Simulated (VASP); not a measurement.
# H2CO2 in VASP: notebook

Runs on H2CO2. Level: LDA. Tasks: single point.

Program: VASP 6.6.1. These are calculated values, not measurements. Logs are shortened: lines on timing, memory, paths and dates and some standing lists are left out, and cuts for length are marked.

### 1 The cell of the first run

The cell holds a disordered packing, 40 atoms: a = 7.958 Å, b = 7.958 Å, c = 7.958 Å, α = 90.00°, β = 90.00°, γ = 90.00°.

### 2 Single point, LDA

INCAR

```
SYSTEM = H2CO2
PREC = Accurate
ENCUT = 520
EDIFF = 1E-7
ISMEAR = -1
SIGMA = 0.05
LREAL = Auto
LASPH = .True.
NELM = 80
ALGO = Normal
ISIF = 2
LWAVE = .False.
LCHARG = .False.
GGA = CA
NBANDS = 98
```

KPOINTS

```
Automatic mesh
0
Gamma
  1 1 1
  0 0 0
```

POSCAR

```
H2CO2
1.0
    7.9581140000      0.0000000000      0.0000000000
    0.0000000000      7.9581140000      0.0000000000
    0.0000000000      0.0000000000      7.9581140000
O C H
16 8 16
Direct
    0.2775531992      0.3654383438      1.0391783782
    0.2458622734      0.3244487325      0.7628943240
    0.5578834382      0.7645907058      0.7392455047
    0.5011111929      0.5909566010      0.9486669832
    0.6887435892      0.2351562192      0.5950530490
    0.7870080775      0.1421442317      0.3528976840
    0.0109448043      0.8443332176      0.7453650450
    0.2292628630      0.9518209968      0.9111455302
    0.5852894291      0.7718160358      0.3866368338
    0.6600935850      0.5029206669      0.4499181590
    0.0447342172      0.0509794155      0.1928471997
    0.2069083202      0.0729569845      0.4335072355
    0.1934880551      0.6055957479      0.6151457494
    0.2162698348      0.4680128985      0.3724123580
    0.7174187251      0.3123227438      0.9270286905
    0.6078701562      0.0541334291      0.9050888188
    0.1926712786      0.3046953085      0.9098638195
    0.5057731015      0.6256633167      0.8007801849
    0.7561087966      0.1200661363      0.5062003384
    0.0802577093      0.9429495481      0.8619504571
    0.6256884483      0.6171939733      0.3561773556
    0.1858354882      0.0363528344      0.2853439898
    0.1673763407      0.5869732452      0.4349899989
    0.6563112818      0.1643479850      0.9876837653
    0.3921280846      0.4297374981      0.9972965957
    0.0711726422      0.2524844454      0.9325953360
    0.5840705474      0.8612719044      0.8219158459
    0.4529465147      0.5226740909      0.7167778697
    0.6697692443      0.3331316943      0.5112266550
    0.7901495254      0.0005277632      0.5635003469
    0.0831478413      0.7384789914      0.7132720139
   -0.0096630935      1.0450089054      0.9055286215
    0.5606479123      0.7869452486      0.5079721150
    0.6168672628      0.5956436412      0.2215223356
   -0.0540831659      0.0998854754      0.2725143168
    0.2920541224     -0.0347946762      0.2226029936
    0.2238218754      0.4869872435      0.6506818073
    0.1243259395      0.7118269479      0.3837215702
    0.7545380727      0.2761081332      0.8015969613
    0.6662633885      0.1528754175      1.1312981945
```

Potentials or basis: VASP PAW LDA potentials, release 64 (O, C, H).

Command:

```sh
$ cat potpaw_LDA.64/O/POTCAR potpaw_LDA.64/C/POTCAR potpaw_LDA.64/H/POTCAR > POTCAR
$ mpirun -np 1 vasp_gam > vasp.out
```

OUTCAR:

```text
SYSTEM = H2CO2
   PREC = Accurate
   ENCUT = 520
   EDIFF = 1E-7
   ISMEAR = -1
   LREAL = Auto
   LASPH = .True.
   NELM = 80
   ISIF = 2
   GGA = CA

 ion  position               nearest neighbor table
   1  0.278  0.365  0.039-  25 1.10  17 1.32
   2  0.246  0.324  0.763-  17 1.25
   3  0.558  0.765  0.739-  27 1.03  18 1.28
   4  0.501  0.591  0.949-  18 1.21
   5  0.689  0.235  0.595-  29 1.04  19 1.28
   6  0.787  0.142  0.353-  19 1.26
   7  0.011  0.844  0.745-  31 1.05  20 1.33
   8  0.229  0.952  0.911-  20 1.25
   9  0.585  0.772  0.387-  33 0.99  21 1.29
  10  0.660  0.503  0.450-  21 1.21
  11  0.045  0.051  0.193-  35 1.08  22 1.35
  12  0.207  0.073  0.434-  22 1.23
  13  0.193  0.606  0.615-  37 1.01  23 1.46
  14  0.216  0.468  0.372-  23 1.14
  15  0.717  0.312  0.927-  39 1.08  24 1.36
  16  0.608  0.054  0.905-  24 1.16
  17  0.193  0.305  0.910-  26 1.07   2 1.25   1 1.32
  18  0.506  0.626  0.801-  28 1.14   4 1.21   3 1.28
  19  0.756  0.120  0.506-  30 1.09   6 1.26   5 1.28
  20  0.080  0.943  0.862-  32 1.14   8 1.25   7 1.33
  21  0.626  0.617  0.356-  34 1.09  10 1.21   9 1.29
  22  0.186  0.036  0.285-  36 1.13  12 1.23  11 1.35
  23  0.167  0.587  0.435-  38 1.13  14 1.14  13 1.46
  24  0.656  0.164  0.988-  40 1.15  16 1.16  15 1.36
  25  0.392  0.430  0.997-   1 1.10
  26  0.071  0.252  0.933-  17 1.07
  27  0.584  0.861  0.822-   3 1.03
  28  0.453  0.523  0.717-  18 1.14
  29  0.670  0.333  0.511-   5 1.04
  30  0.790  0.001  0.564-  19 1.09
[... 8 lines left out ...]
  39  0.755  0.276  0.802-  15 1.08
  40  0.666  0.153  0.131-  24 1.15

  LATTYP: Found a simple cubic cell.
 ALAT       =     7.9581140000

  Lattice vectors:

 A1 = (   7.9581140000,   0.0000000000,   0.0000000000)
 A2 = (   0.0000000000,   7.9581140000,   0.0000000000)
 A3 = (   0.0000000000,   0.0000000000,   7.9581140000)

Analysis of symmetry for initial positions (statically):
=====================================================================
 Subroutine PRICEL returns:
 Original cell was already a primitive cell.

 Routine SETGRP: Setting up the symmetry group for a
 simple cubic supercell.

 Subroutine GETGRP returns: Found  1 space group operations
 (whereof  1 operations were pure point group operations)
 out of a pool of 48 trial point group operations.

The static configuration has the point symmetry C_1 .

Analysis of symmetry for dynamics (positions and initial velocities):
=====================================================================
 Subroutine PRICEL returns:
 Original cell was already a primitive cell.

 Routine SETGRP: Setting up the symmetry group for a
 simple cubic supercell.

 Subroutine GETGRP returns: Found  1 space group operations
 (whereof  1 operations were pure point group operations)
 out of a pool of 48 trial point group operations.

The dynamic configuration has the point symmetry C_1 .

 Subroutine INISYM returns: Found  1 space group operations
 (whereof  1 operations are pure point group operations),
 and found     1 'primitive' translations

----------------------------------------------------------------------------------------

                                     Primitive cell

  volume of cell :     503.9999

  direct lattice vectors                    reciprocal lattice vectors
     7.958114000  0.000000000  0.000000000     0.125657913  0.000000000  0.000000000
     0.000000000  7.958114000  0.000000000     0.000000000  0.125657913  0.000000000
     0.000000000  0.000000000  7.958114000     0.000000000  0.000000000  0.125657913

  length of vectors
     7.958114000  7.958114000  7.958114000     0.125657913  0.125657913  0.125657913

  position of ions in fractional coordinates (direct lattice)
     0.277553199  0.365438344  0.039178378
     0.245862273  0.324448733  0.762894324
     0.557883438  0.764590706  0.739245505
     0.501111193  0.590956601  0.948666983
     0.688743589  0.235156219  0.595053049
     0.787008077  0.142144232  0.352897684
[... 32 lines left out ...]
     0.754538073  0.276108133  0.801596961
     0.666263388  0.152875417  0.131298194

  ion indices of the primitive-cell ions
   primitive index   ion index
                 1           1
                 2           2
                 3           3
                 4           4
                 5           5
                 6           6
[... 32 lines left out ...]
                39          39
                40          40

----------------------------------------------------------------------------------------

 KPOINTS: Automatic mesh

Automatic generation of k-mesh.
 Grid dimensions read from file:
 generate k-points for:    1    1    1

 Generating k-lattice:

  Cartesian coordinates                     Fractional coordinates (reciprocal lattice)
     0.125657913  0.000000000  0.000000000     1.000000000  0.000000000  0.000000000
     0.000000000  0.125657913  0.000000000     0.000000000  1.000000000  0.000000000
     0.000000000  0.000000000  0.125657913     0.000000000  0.000000000  1.000000000

  Length of vectors
     0.125657913  0.125657913  0.125657913

  Shift w.r.t. Gamma in fractional coordinates (k-lattice)
     0.000000000  0.000000000  0.000000000

 Subroutine IBZKPT returns following result:
 ===========================================

 Found      1 irreducible k-points:

 Following reciprocal coordinates:
            Coordinates               Weight
  0.000000  0.000000  0.000000      1.000000
   k-points           NKPTS =      1   k-points in BZ     NKDIM =      1   number of bands    NBANDS=     98
   number of dos      NEDOS =    301   number of ions     NIONS =     40
   total plane-waves  NPLWV = 216000
   dimension x,y,z NGX =    60 NGY =   60 NGZ =   60
   dimension x,y,z NGXF=   120 NGYF=  120 NGZF=  120
   ions per type =              16   8  16
   NGX,Y,Z   is equivalent  to a cutoff of  12.53, 12.53, 12.53 a.u.
   NGXF,Y,Z  is equivalent  to a cutoff of  25.07, 25.07, 25.07 a.u.
 SYSTEM =  H2CO2
   PREC   = accura    normal or accurate (medium, high low for compatibility)
   ISTART =      0    job   : 0-new  1-cont  2-samecut
   ICHARG =      2    charge: 1-file 2-atom 10-const
   ISPIN  =      1    spin polarized calculation?
   LNONCOLLINEAR =      F non collinear calculations
   LSORBIT =      F    spin-orbit coupling
   LASPH  =      T    aspherical Exc in radial PAW
   ENCUT  =  520.0 eV  38.22 Ry    6.18 a.u.  14.80 14.80 14.80*2*pi/ulx,y,z
   NELM   =     80;   NELMIN=  2; NELMDL= -5     # of ELM steps
   EDIFF  = 0.1E-06   stopping-criterion for ELM
   LREAL  =      T    real-space projection
   EDIFFG = 0.1E-05   stopping-criterion for IOM
   NSW    =      0    number of steps for IOM
   IBRION =     -1    ionic relax: 0-MD 1-quasi-New 2-CG
   NFREE  =      0    steps in history (QN), initial steepest desc. (CG)
   ISIF   =      2    stress and relaxation
   ISYM   =      2    0-nonsym 1-usesym 2-fastsym
   POTIM  = 0.5000    time-step for ionic-motion
   TEBEG  =    0.0;   TEEND  =   0.0 temperature during run
   PSTRESS=    0.0 pullay stress
   NELECT =     144.0000    total number of electrons
   NUPDOWN=      -1.0000    fix difference up-down
   EMIN   =  10.00;   EMAX   =-10.00  energy-range for DOS
   EFERMI =   0.00;   METHOD = LEGACY
   ISMEAR =    -1;   SIGMA  =   0.05  broadening in eV -4-tet -1-fermi 0-gaus
   EFERMI_NEDOS =   21; number of points for ismear=-14 and -15
   IALGO  =     38    algorithm
   IMIX   =      4    mixing-type and parameters
     AMIX     =   0.40;   BMIX     =  1.00
     AMIX_MAG =   1.60;   BMIX_MAG =  1.00
  volume/ion in A,a.u.               =      12.60        85.03
  Fermi-wavevector in a.u.,A,eV,Ry     =   1.078248  2.037594 15.818401  1.162620
  Thomas-Fermi vector in A             =   2.214182
   LORBIT       =      0    0 simple, 1 ext, 2 COOP (PROOUT), +10 PAW based schemes
   GGA     = CA    functional components
   LHFCALC =     F    Hartree Fock is set to
   AEXX    =    0.0000 exact exchange contribution
   IVDW    =     0    specifies the selected vdW correction
   LEPSILON=     F    determine dielectric tensor
   LRPA    =     F    only Hartree local field effects (RPA)
 non-spin polarized calculation
  energy-cutoff  :      520.00
  volume of cell :      504.00
 maximum number of plane-waves:      6759
 NGX is ok and might be reduce to    60
   NGX = 29   NGY = 29   NGZ = 29

 number of electron     143.9999999 magnetization

 Free energy of the ion-electron system (eV)
  ---------------------------------------------------
  ext. energy  EPLUGINS =         0.00000000
  ---------------------------------------------------
  free energy    TOTEN  =      -257.32532132 eV

  energy without entropy =     -257.32532132  energy(sigma->0) =     -257.32532132

 E-fermi :  -0.9542     XC(G=0):  -7.4564

 val. band max:       -2.1511554971   @ k =   0.0000   0.0000   0.0000
 cond. band min:       1.0104327244   @ k =   0.0000   0.0000   0.0000
 fundamental gap:      3.1615882216
 Fermi energy:        -0.9541535577

 k-point     1 :       0.0000    0.0000    0.0000
  band No.  band energies     occupation
      1     -25.3575      2.00000
      2     -25.1165      2.00000
      3     -24.9093      2.00000
      4     -24.5752      2.00000
      5     -24.5036      2.00000
      6     -23.4532      2.00000
[... 76 lines left out ...]
     83       4.1246      0.00000
     84       4.3688      0.00000
 [bands above 84 left out]

------------------------ aborting loop because EDIFF is reached ----------------------------------------

  FORCE on cell =-STRESS in cart. coord.  units (eV):
  Direction    XX          YY          ZZ          XY          YZ          ZX
  --------------------------------------------------------------------------------------
  -------------------------------------------------------------------------------------
  Total       -9.4481430      3.2868839     -1.5363324     -2.6903529      2.7924013     -2.6793798
  in kB      -30.0349263     10.4487534     -4.8838836     -8.5524267      8.8768310     -8.5175443
  external PRESSURE =      -8.1566855 kB  Pullay stress =       0.0000000 kB

 VOLUME and BASIS-vectors are now :
 -----------------------------------------------------------------------------
  energy-cutoff  :      520.00
  volume of cell :      504.00
      direct lattice vectors                 reciprocal lattice vectors
     7.958114000  0.000000000  0.000000000     0.125657913  0.000000000  0.000000000
     0.000000000  7.958114000  0.000000000     0.000000000  0.125657913  0.000000000
     0.000000000  0.000000000  7.958114000     0.000000000  0.000000000  0.125657913

 POSITION                                       TOTAL-FORCE (eV/Angst)
 -----------------------------------------------------------------------------------
      2.20880      2.90820      0.31179         0.436566     -0.407750     -0.863486
      1.95660      2.58200      6.07120        -0.682249     -0.313820      0.911703
      4.43970      6.08470      5.88300         0.580780      1.655760     -0.882612
      3.98790      4.70290      7.54960         0.076819     -0.033100      1.896322
      5.48110      1.87140      4.73550        -0.189922      0.129316      0.423248
      6.26310      1.13120      2.80840        -0.456050      0.018148      1.545176
[... 32 lines left out ...]
      6.00470      2.19730      6.37920        -1.365621      1.102284      1.778229
      5.30220      1.21660      1.04489        -0.238811      0.572253     -0.915887
 -----------------------------------------------------------------------------------
    total drift:                               -0.005400      0.016473      0.012069

  FREE ENERGIE OF THE ION-ELECTRON SYSTEM (eV)
  ---------------------------------------------------
  free  energy   TOTEN  =      -257.3253213221 eV

  energy  without entropy=     -257.3253213220  energy(sigma->0) =     -257.32532132
```

It took 83 s on 1 thread of Intel Xeon Platinum 8375C at 2.90GHz (Ice Lake), shared host; peak memory 0.36 GiB.

Results:

```
Free energy            : -257.3253 eV
Pressure               : -0.8 GPa
Largest force          : 6.854 eV/Å
Band gap on the k mesh : 3.16 eV
```

Forces in eV/Å, atoms in the order of the input:
```
O    0.437 -0.408 -0.863
O   -0.682 -0.314  0.912
O    0.581  1.656 -0.883
O    0.077 -0.033  1.896
O   -0.190  0.129  0.423
O   -0.456  0.018  1.545
O    0.594 -0.478  0.998
O   -2.569 -0.940 -1.041
O   -0.285  0.360  0.713
O    0.054  0.121  1.563
O    0.301  0.660  1.759
O   -0.801  0.169 -0.737
O   -0.987  0.248 -1.950
O    1.254 -4.463 -3.157
O    0.949 -2.009 -1.651
O   -1.359 -4.039 -3.272
C    3.163  2.141 -1.192
C   -1.166 -2.141 -0.335
C    1.089 -0.502 -2.741
C    1.990  1.125 -0.167
C   -0.370 -0.379 -2.124
C    0.317 -0.839  0.362
C   -0.298  5.063  4.611
C    1.868  3.718  3.825
H   -1.536 -0.262  0.225
H   -0.974 -0.527  0.757
H   -0.331 -0.283 -0.069
H    0.713  1.057 -0.267
H   -0.096  0.738  0.283
H    0.103 -0.367  0.715
H    0.029  0.839 -0.099
H    0.063 -0.844 -0.202
H    0.149  0.188  0.867
H    0.209 -0.106 -0.890
H    0.812 -0.701 -0.823
H   -0.667  0.510 -0.522
H   -0.155 -0.323  0.658
H   -0.224 -0.458  0.009
H   -1.366  1.102  1.778
H   -0.239  0.572 -0.916
```

Levels at points of the mesh, in eV from the valence-band top:
```csv
k point,band 68,band 69,band 70,band 71,band 72,band 73,band 74,band 75,band 76,band 77
"(0.00, 0.00, 0.00)",-1.21,-1.17,-0.72,-0.50,0.00,3.16,3.66,3.82,3.98,4.18
```

Caveat: the k points lie up to 0.79 Å⁻¹ apart; the atoms stand as in a frame of molecular dynamics.

(Part 1 of 2 ends here.)
